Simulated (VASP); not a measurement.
# SnGeH6 (R-3m) in VASP: single point with r2SCAN+rVV10

Aim: the single point of SnGeH6 with r2SCAN+rVV10.

All numbers are computed with VASP 6.6.1; they aren't measurements. Logs are shortened: lines on timing, memory, paths and dates and some standing lists are left out, and cuts for length are marked.

## (1) The cell of the first run

The structure is trigonal, space group R-3m (No. 166). The conventional cell has a = 6.441 Å, b = 6.441 Å, c = 6.295 Å, α = 90.00°, β = 90.00°, γ = 120.00°. Sn (site symmetry -3m) has 12 H at 2.35 to 2.58 Å within 3.1 Å. Ge (site symmetry -3m) has 6 H at 1.68 Å within 2.2 Å. H (site symmetry m) has 1 Ge at 1.68 Å within 2.2 Å.

## (2) Single point, r2SCAN+rVV10

POSCAR

```
SnGeH6
1.0
    3.2204014685      1.8592996532      2.0984360326
   -3.2204014685      1.8592996532      2.0984360326
    0.0000000000     -3.7185993110      2.0984360285
Sn Ge H
1 1 6
Direct
    0.5000000000      0.5000000000      0.5000000000
    0.0000000000      0.0000000000      0.0000000000
    0.9066556296      0.2761246707      0.2761246707
    0.2761246707      0.9066556296      0.2761246707
    0.2761246707      0.2761246707      0.9066556296
    0.0933443704      0.7238753293      0.7238753293
    0.7238753293      0.0933443704      0.7238753293
    0.7238753293      0.7238753293      0.0933443704
```

INCAR.step1

```
ALGO = Normal ; EDIFF = 1E-4
ENCUT = 520 ; GGA = PE
ISMEAR = -1 ; LASPH = True
LCHARG = False ; LREAL = False
LWAVE = True ; NBANDS = 27
NELM = 100 ; PREC = Accurate
SIGMA = 0.03
```

INCAR.step2

```
ALGO = Normal ; BPARAM = 11.95
CPARAM = 0.0093 ; EDIFF = 1E-6
ENCUT = 520 ; ISIF = 2
ISMEAR = -1 ; ISTART = 1
IVDW_NL = 2 ; LASPH = True
LCHARG = True ; LELF = True
LMIXTAU = True ; LREAL = False
LUSE_VDW = True ; LVHAR = True
LWAVE = False ; METAGGA = R2SCAN
NBANDS = 27 ; NELM = 100
PREC = Accurate ; SIGMA = 0.03
```

KPOINTS

```
k-points
0
Gamma
  8 8 8
```

Potentials or basis: VASP PAW PBE potentials, release 64 (Sn_d, Ge_d, H).

Run with:

```sh
> cat potpaw_PBE.64/Sn_d/POTCAR potpaw_PBE.64/Ge_d/POTCAR potpaw_PBE.64/H/POTCAR > POTCAR
> cp INCAR.step1 INCAR
> mpirun -np 1 vasp_std > vasp.out
> cp INCAR.step2 INCAR
> mpirun -np 1 vasp_std > vasp.out
```

OUTCAR:

```text
BPARAM = 11.95
   EDIFF = 1E-6
   ENCUT = 520
   ISIF = 2
   ISMEAR = -1
   ISTART = 1
   IVDW_NL = 2
   LASPH = True
   LREAL = False
   METAGGA = R2SCAN
   NELM = 100
   PREC = Accurate

 ion  position               nearest neighbor table
   1  0.500  0.500  0.500-   2 3.15   2 3.15
   2  0.000  0.000  0.000-   3 1.68   4 1.68   6 1.68   7 1.68   5 1.68   8 1.68   1 3.15   1 3.15

   3  0.907  0.276  0.276-   2 1.68
   4  0.276  0.907  0.276-   2 1.68
   5  0.276  0.276  0.907-   2 1.68
   6  0.093  0.724  0.724-   2 1.68
   7  0.724  0.093  0.724-   2 1.68
   8  0.724  0.724  0.093-   2 1.68

  LATTYP: Found a trigonal (rhomboedric) cell.
 ALAT       =     4.2698260622
 COS(alpha) =    -0.1377049828

  Lattice vectors:

 A1 = (   3.2204014685,   1.8592996532,   2.0984360326)
 A2 = (  -3.2204014685,   1.8592996532,   2.0984360326)
 A3 = (   0.0000000000,  -3.7185993110,   2.0984360285)

Analysis of symmetry for initial positions (statically):
=====================================================================
 Subroutine PRICEL returns:
 Original cell was already a primitive cell.

 Routine SETGRP: Setting up the symmetry group for a
 trigonal (rhombohedral) supercell.

 Subroutine GETGRP returns: Found 12 space group operations
 (whereof 12 operations were pure point group operations)
 out of a pool of 12 trial point group operations.

The static configuration has the point symmetry D_3d.

Analysis of symmetry for dynamics (positions and initial velocities):
=====================================================================
 Subroutine PRICEL returns:
 Original cell was already a primitive cell.

 Routine SETGRP: Setting up the symmetry group for a
 trigonal (rhombohedral) supercell.

 Subroutine GETGRP returns: Found 12 space group operations
 (whereof 12 operations were pure point group operations)
 out of a pool of 12 trial point group operations.

The dynamic configuration has the point symmetry D_3d.

 Subroutine INISYM returns: Found 12 space group operations
 (whereof 12 operations are pure point group operations),
 and found     1 'primitive' translations

----------------------------------------------------------------------------------------

                                     Primitive cell

  volume of cell :      75.3887

  direct lattice vectors                    reciprocal lattice vectors
     3.220401468  1.859299653  2.098436033     0.155260145  0.089639487  0.158848461
    -3.220401468  1.859299653  2.098436033    -0.155260145  0.089639487  0.158848461
     0.000000000 -3.718599311  2.098436029     0.000000000 -0.179278974  0.158848461

  length of vectors
     4.269826062  4.269826062  4.269826062     0.239528253  0.239528253  0.239528253

  position of ions in fractional coordinates (direct lattice)
     0.500000000  0.500000000  0.500000000
     0.000000000  0.000000000  0.000000000
     0.906655630  0.276124671  0.276124671
     0.276124671  0.906655630  0.276124671
     0.276124671  0.276124671  0.906655630
     0.093344370  0.723875329  0.723875329
     0.723875329  0.093344370  0.723875329
     0.723875329  0.723875329  0.093344370

  ion indices of the primitive-cell ions
   primitive index   ion index
                 1           1
                 2           2
                 3           3
                 4           4
                 5           5
                 6           6
                 7           7
                 8           8

----------------------------------------------------------------------------------------

 KPOINTS: k-points

Automatic generation of k-mesh.
 Grid dimensions read from file:
 generate k-points for:    8    8    8

 Generating k-lattice:

  Cartesian coordinates                     Fractional coordinates (reciprocal lattice)
     0.019407518  0.011204936  0.019856058     0.125000000  0.000000000 -0.000000000
    -0.019407518  0.011204936  0.019856058     0.000000000  0.125000000 -0.000000000
     0.000000000 -0.022409872  0.019856058     0.000000000  0.000000000  0.125000000

  Length of vectors
     0.029941032  0.029941032  0.029941032

  Shift w.r.t. Gamma in fractional coordinates (k-lattice)
     0.000000000  0.000000000  0.000000000

 Subroutine IBZKPT returns following result:
 ===========================================

 Found     65 irreducible k-points:

 Following reciprocal coordinates:
            Coordinates               Weight
  0.000000  0.000000  0.000000      1.000000
  0.125000  0.000000  0.000000      6.000000
  0.250000  0.000000  0.000000      6.000000
  0.375000  0.000000  0.000000      6.000000
  0.500000  0.000000  0.000000      3.000000
  0.125000  0.125000  0.000000      6.000000
[... 16 lines left out ...]
  0.250000  0.125000  0.125000      6.000000
  0.375000  0.125000  0.125000      6.000000
 [... further k-points ...]
   k-points           NKPTS =     65   k-points in BZ     NKDIM =     65   number of bands    NBANDS=     27
   number of dos      NEDOS =    301   number of ions     NIONS =      8
   total plane-waves  NPLWV =  32768
   dimension x,y,z NGX =    32 NGY =   32 NGZ =   32
   dimension x,y,z NGXF=    64 NGYF=   64 NGZF=   64
   ions per type =               1   1   6
   NGX,Y,Z   is equivalent  to a cutoff of  12.46, 12.46, 12.46 a.u.
   NGXF,Y,Z  is equivalent  to a cutoff of  24.92, 24.92, 24.92 a.u.
 SYSTEM =  unknown system
   PREC   = accura    normal or accurate (medium, high low for compatibility)
   ISTART =      1    job   : 0-new  1-cont  2-samecut
   ICHARG =      0    charge: 1-file 2-atom 10-const
   ISPIN  =      1    spin polarized calculation?
   LNONCOLLINEAR =      F non collinear calculations
   LSORBIT =      F    spin-orbit coupling
   LASPH  =      T    aspherical Exc in radial PAW
   ENCUT  =  520.0 eV  38.22 Ry    6.18 a.u.   7.94  7.94  7.94*2*pi/ulx,y,z
   NELM   =    100;   NELMIN=  2; NELMDL=  0     # of ELM steps
   EDIFF  = 0.1E-05   stopping-criterion for ELM
   LREAL  =      F    real-space projection
   EDIFFG = 0.1E-04   stopping-criterion for IOM
   NSW    =      0    number of steps for IOM
   IBRION =     -1    ionic relax: 0-MD 1-quasi-New 2-CG
   NFREE  =      0    steps in history (QN), initial steepest desc. (CG)
   ISIF   =      2    stress and relaxation
   ISYM   =      2    0-nonsym 1-usesym 2-fastsym
   POTIM  = 0.5000    time-step for ionic-motion
   TEBEG  =    0.0;   TEEND  =   0.0 temperature during run
   PSTRESS=    0.0 pullay stress
   NELECT =      34.0000    total number of electrons
   NUPDOWN=      -1.0000    fix difference up-down
   EMIN   =  10.00;   EMAX   =-10.00  energy-range for DOS
   EFERMI =   0.00;   METHOD = LEGACY
   ISMEAR =    -1;   SIGMA  =   0.03  broadening in eV -4-tet -1-fermi 0-gaus
   EFERMI_NEDOS =   21; number of points for ismear=-14 and -15
   IALGO  =     38    algorithm
   IMIX   =      4    mixing-type and parameters
     AMIX     =   0.40;   BMIX     =  1.00
     AMIX_MAG =   1.60;   BMIX_MAG =  1.00
  volume/ion in A,a.u.               =       9.42        63.59
  Fermi-wavevector in a.u.,A,eV,Ry     =   1.255449  2.372454 21.444846  1.576152
  Thomas-Fermi vector in A             =   2.389205
   LORBIT       =      0    0 simple, 1 ext, 2 COOP (PROOUT), +10 PAW based schemes
   METAGGA = R2SCAN    functional components
   LHFCALC =     F    Hartree Fock is set to
   AEXX    =    0.0000 exact exchange contribution
   IVDW_NL    =     2    kernel type
   BPARAM     =11.9500
   IVDW    =     0    specifies the selected vdW correction
   LEPSILON=     F    determine dielectric tensor
   LRPA    =     F    only Hartree local field effects (RPA)
 non-spin polarized calculation
  energy-cutoff  :      520.00
  volume of cell :       75.39
 maximum number of plane-waves:      2052
   NGX = 15   NGY = 15   NGZ = 15

 number of electron      34.0000005 magnetization

 Free energy of the ion-electron system (eV)
  ---------------------------------------------------
  ext. energy  EPLUGINS =         0.00000000
  ---------------------------------------------------
  free energy    TOTEN  =       -54.67016358 eV

  energy without entropy =      -54.66913530  energy(sigma->0) =      -54.66964944

 E-fermi :   3.8601     XC(G=0): -10.4250

 val. band max:        3.8341308753   @ k =  -0.3750   0.5000   0.3750
 cond. band min:       3.9019270132   @ k =  -0.2500  -0.2500   0.1250
 fundamental gap:      0.0677961379
 Fermi energy:         3.8600847343

 k-point     1 :       0.0000    0.0000    0.0000
  band No.  band energies     occupation
      1     -21.2041      2.00000
      2     -21.2041      2.00000
      3     -21.1254      2.00000
      4     -21.0983      2.00000
      5     -21.0983      2.00000
      6     -18.5795      2.00000
[... 19 lines left out ...]
     26      13.6857      0.00000
     27      13.7994      0.00000

 k-point     2 :       0.1250    0.0000    0.0000
  band No.  band energies     occupation
      1     -21.2042      2.00000
      2     -21.2041      2.00000
      3     -21.1253      2.00000
      4     -21.0983      2.00000
      5     -21.0980      2.00000
      6     -18.5805      2.00000
[... 19 lines left out ...]
     26      13.6232      0.00000
     27      13.9672      0.00000

 k-point     3 :       0.2500    0.0000    0.0000
  band No.  band energies     occupation
      1     -21.2044      2.00000
      2     -21.2040      2.00000
      3     -21.1248      2.00000
      4     -21.0984      2.00000
      5     -21.0972      2.00000
      6     -18.5827      2.00000
[... 594 lines left out ...]
      1     -21.2042      2.00000
      2     -21.2040      2.00000
      3     -21.1242      2.00000
      4     -21.0979      2.00000
      5     -21.0971      2.00000
      6     -18.5851      2.00000
[... 19 lines left out ...]
     26      12.5972      0.00000
     27      14.3954      0.00000

 k-point    24 :       0.3750    0.1250    0.1250
  band No.  band energies     occupation
      1     -21.2046      2.00000
      2     -21.2040      2.00000
      3     -21.1245      2.00000
      4     -21.0979      2.00000
      5     -21.0963      2.00000
      6     -18.5867      2.00000
[... 19 lines left out ...]
     26      13.4640      0.00000
     27      13.9654      0.00000

 [... further k-points ...]
[... 5 lines left out ...]
  --------------------------------------------------------------------------------------
  -------------------------------------------------------------------------------------
  Total       -0.0639287     -0.0639287      0.0066939     -0.0000000     -0.0000000      0.0000000
  in kB       -1.3586274     -1.3586274      0.1422609     -0.0000000     -0.0000000      0.0000000
  external PRESSURE =      -0.8583313 kB  Pullay stress =       0.0000000 kB

 VOLUME and BASIS-vectors are now :
 -----------------------------------------------------------------------------
  energy-cutoff  :      520.00
  volume of cell :       75.39
      direct lattice vectors                 reciprocal lattice vectors
     3.220401468  1.859299653  2.098436033     0.155260145  0.089639487  0.158848461
    -3.220401468  1.859299653  2.098436033    -0.155260145  0.089639487  0.158848461
     0.000000000 -3.718599311  2.098436029     0.000000000 -0.179278974  0.158848461

 POSITION                                       TOTAL-FORCE (eV/Angst)
 -----------------------------------------------------------------------------------
      0.00000     -0.00000      3.14765         0.000000      0.000000     -0.000000
      0.00000      0.00000      0.00000         0.000000      0.000000     -0.000000
      2.03056      1.17235      3.06142        -0.012109     -0.006991      0.018207
     -2.03056      1.17235      3.06142         0.012109     -0.006991      0.018207
      0.00000     -2.34469      3.06142         0.000000      0.013982      0.018207
     -2.03056     -1.17235      3.23389         0.012109      0.006991     -0.018207
      2.03056     -1.17235      3.23389        -0.012109      0.006991     -0.018207
      0.00000      2.34469      3.23389         0.000000     -0.013982     -0.018207
 -----------------------------------------------------------------------------------
    total drift:                                0.000000      0.000000     -0.000000

  FREE ENERGIE OF THE ION-ELECTRON SYSTEM (eV)
  ---------------------------------------------------
  free  energy   TOTEN  =       -54.6701635773 eV

  energy  without entropy=      -54.6691352954  energy(sigma->0) =      -54.66964944
```

It took 4.6 min on 1 thread of Intel Xeon Platinum 8259CL at 2.50GHz (Skylake/Cascade Lake), shared host; peak memory 0.4 GiB.

What came out:

```
Free energy            : -54.6702 eV
Pressure               : -0.1 GPa
Largest force          : 0.023 eV/Å
Band gap on the k mesh : zero (band 17 reaches 3.90 eV, above the bottom of band 18 at 3.63 eV)
```

Forces in eV/Å, atoms in the order of the input:
```
Sn   0.000  0.000  0.000
Ge   0.000  0.000  0.000
H   -0.012 -0.007  0.018
H    0.012 -0.007  0.018
H    0.000  0.014  0.018
H    0.012  0.007 -0.018
H   -0.012  0.007 -0.018
H    0.000 -0.014 -0.018
```

Caveat: the PAW data sets were made with another functional, which shifts forces and pressure a little; spin-orbit coupling is left out, which moves the levels of the heavy elements.
